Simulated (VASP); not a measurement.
Hf: single point with PBE

Hf:

```
CELL_PARAMETERS angstrom
0.00000 3.27123 3.27123
3.27123 0.00000 3.27123
3.27123 3.27123 0.00000
ATOMIC_POSITIONS crystal
Hf 0.25000 0.25000 0.25000
Hf 0.00000 0.00000 0.00000
```

This isn't the form of Hf at room conditions, which is hcp.

* Program: VASP 6.6.1
* Task: single point
* Functional: PBE
* Potentials or basis: VASP PAW PBE potentials, release 64 (Hf_pv)
* Cutoff: 520 eV
* k mesh: 10 × 10 × 10
* Occupations: gaussian, width 0.1 eV
* Spin: no spin polarisation

```yaml
Pressure: -0.2 GPa
Band_gap_on_the_k_mesh: zero (bands 10 and 11 overlap by 0.70 eV)
```

Levels at points of the mesh, in eV from the Fermi level:
| k point | band 8 | band 9 | band 10 | band 11 | band 12 | band 13 |
| --- | --- | --- | --- | --- | --- | --- |
| (0.00, 0.00, 0.00) | -0.28 | -0.28 | 0.16 | 0.16 | 0.16 | 2.07 |
| (0.50, 0.00, 0.00) | -0.83 | -0.25 | -0.25 | -0.05 | 0.22 | 0.22 |
| (0.50, 0.50, 0.00) | -1.24 | -1.19 | -1.19 | 0.35 | 0.35 | 2.13 |

It took 46 s on 1 thread of Intel Xeon 8259CL (shared host), peak memory 0.22 GiB.

Caveat: spin-orbit coupling is left out, which moves the levels of the heavy elements.
